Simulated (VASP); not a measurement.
Input of a VASP 6.6.1 run:

INCAR

```
SYSTEM = SnO2
  PREC = Accurate
  ENCUT = 520
  EDIFF = 1E-6
  ISMEAR = 0
  SIGMA = 0.05
  LREAL = .False.
  LASPH = .True.
  NELM = 60
  ALGO = Normal
  ISIF = 2
  LWAVE = .False.
  LCHARG = .False.
  NBANDS = 35
```

KPOINTS

```
Automatic mesh
0
Gamma
  4 4 6
  0 0 0
```

File POSCAR:

```
SnO2
1.0
    4.7880040000      0.0359100300      0.0359100300
    0.0364993650      4.8665820000      0.0364993650
    0.0243067350      0.0243067350      3.2408980000
Sn O
2 4
Direct
    0.5000000000      0.5000000000      0.5000000000
    0.0000000000      0.0000000000      0.0000000000
    0.2918550000      0.3210420000      0.0000000000
    0.7918550000      0.1789580000      0.5000000000
    0.2081450000      0.8210420000      0.5000000000
    0.7081450000      0.6789580000      0.0000000000
```

Potentials or basis: VASP PAW LDA potentials, release 64 (Sn_d, O).

Launch:

```bash
$ cat potpaw_LDA.64/Sn_d/POTCAR potpaw_LDA.64/O/POTCAR > POTCAR
$ mpirun -np 1 vasp_std > vasp.out
```

(1) Estimate the band gap on the k mesh.

(2) Predict the largest force.

(3) What does it give for the pressure?

Results:

(1) 0.70 eV, direct.

(2) 0.170 eV/Å.

(3) -10.3 GPa.

Caveat: spin-orbit coupling is left out, which moves the levels of the heavy elements.
